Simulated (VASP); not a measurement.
Runs of VASP 6.6.1 on Cu. The structure is that of space group Fm-3m (No. 225), or close to it. The cells are those of the table. 

```csv
task,cell,gap on the mesh (eV),pressure (GPa)
relaxation of cell and atoms,"relaxed to 5 GPa from a = 2.560 Å, angles 60.0°, 1 atom",none,4.8
relaxation of cell and atoms,"relaxed from a = 2.560 Å, angles 60.0°, 1 atom",none,-0.1
single point,"a = 2.529 Å, angles 60.0°, 1 atom",none,(a)
relaxation of cell and atoms,"relaxed to 10 GPa from a = 2.560 Å, angles 60.0°, 1 atom",none,9.6
single point,"a = 2.505 Å, angles 60.0°, 1 atom",none,5.5
```

Alike in all rows: level r2SCAN; potentials or basis VASP PAW PBE potentials, release 64 (Cu); no spin polarisation; k mesh 12 × 12 × 12; cutoff (eV) 660; smearing fermi-dirac 0.1 eV.

Problem. Fill in the values left out.

Solution. (a) 0.5.

Caveats: the PAW data sets were made with another functional, which shifts forces and pressure a little; the cell is relaxed towards a set pressure, so the run minimises the enthalpy, not the energy (at least some runs); the cell stands under pressure (at least some runs).

A gap of «none» marks levels without a gap at the run's occupations.
